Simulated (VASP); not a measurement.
Runs of VASP 6.6.1 on Ba2Ca. The structure is that of space group P6/mmm (No. 191), or close to it. The cells are those of the table. 

| task | cell | k mesh | cutoff (eV) | gap on the mesh (eV) | pressure (GPa) |
| --- | --- | --- | --- | --- | --- |
| single point | a = 6.800, b = 6.800, c = 4.110 Å, angles 90.0, 90.0, 120.0°, 3 atoms | 6 × 6 × 4 | 520 | none | (a) |
| single point | a = 4.700, b = 4.700, c = 5.075 Å, angles 90.0, 90.0, 120.0°, 3 atoms | 6 × 6 × 4 | 520 | none | 22.8 |
| relaxation of cell and atoms | relaxed from a = 4.700, b = 4.700, c = 5.075 Å, angles 90.0, 90.0, 120.0°, 3 atoms | 6 × 6 × 4 | 600 | none | 0.1 |
| single point | a = 6.851, b = 6.851, c = 4.049 Å, angles 90.0, 90.0, 120.0°, 3 atoms | 12 × 12 × 12 | 520 | none | 0.1 |

Alike in all rows: level PBE; potentials or basis VASP PAW PBE potentials, release 64 (Ba_sv, Ca_sv); no spin polarisation; smearing gaussian 0.1 eV.

Question: Estimate the missing entries.

Answer: (a) 0.3.

Caveats: some runs use coarse meshes; spin-orbit coupling is left out, which moves the levels of the heavy elements; the stress differs along the axes, from 5 to 32 GPa (at least some runs).

A k mesh can miss the band edges, and the runs leave out spin-orbit coupling on Ba.

A gap of «none» marks levels without a gap at the run's occupations.
